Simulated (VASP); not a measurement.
Wanted: the native input for a VASP 6.6.1 run.

- Task: single point
- Functional: LDA
- Potentials or basis: VASP PAW LDA potentials, release 64 (Ba_sv, Ru_sv, N)
- Cutoff: 700 eV
- k mesh: 8 × 8 × 8
- Occupations: fermi-dirac, width 0.02 eV
- Spin: no spin polarisation
- Dipole correction: no
- Further INCAR settings: ALGO = Normal; EDIFF = 1e-06; NBANDS = 31

The structure of Ba2RuN2 lies in POSCAR:

```
Ba2RuN2
1.0
   -2.0296659555      2.0296659555      6.4218255095
    2.0296659555     -2.0296659555      6.4218255095
    2.0296659555      2.0296659555     -6.4218255095
Ba Ru N
2 1 2
Direct
    0.1386107577      0.1386107577      0.0000000000
    0.8613892423      0.8613892423      0.0000000000
    0.5000000000      0.5000000000      0.0000000000
    0.6394923862      0.6394923862      0.0000000000
    0.3605076138      0.3605076138      0.0000000000
```

These files were run (other wordings do the same):

INCAR

```
ALGO     = Normal         # electronic algorithm
EDIFF    = 1E-6           # SCF threshold, eV
ENCUT    = 700            # plane-wave cutoff, eV
GGA_COMPAT= F            
ISIF     = 2              # what is computed and relaxed
ISMEAR   = -1             # smearing method
LASPH    = T              # aspherical terms in the spheres
LCHARG   = F              # write CHGCAR
LREAL    = F              # projectors in reciprocal space
LWAVE    = F              # write WAVECAR
NBANDS   = 31             # bands
NELM     = 120            # most SCF steps
PREC     = Accurate       # precision mode
SIGMA    = 0.02           # smearing width, eV
```

KPOINTS

```
k-points
0
Gamma
  8 8 8
```

Potentials or basis: VASP PAW LDA potentials, release 64 (Ba_sv, Ru_sv, N).

The run is started by

```console
$ cat potpaw_LDA.64/Ba_sv/POTCAR potpaw_LDA.64/Ru_sv/POTCAR potpaw_LDA.64/N/POTCAR > POTCAR
$ mpirun -np 1 vasp_std > vasp.out
```

It gave:

| Quantity | Value |
| --- | --- |
| Pressure | 1.2 GPa |
| Largest force | 0.054 eV/Å |
| Band gap on the k mesh | zero (filled and empty bands touch) |

Caveat: spin-orbit coupling is left out, which moves the levels of the heavy elements.

It took 9.3 min on 1 thread of AMD EPYC 7R13 Processor (Zen 3), on a shared host, peak memory 0.59 GiB.
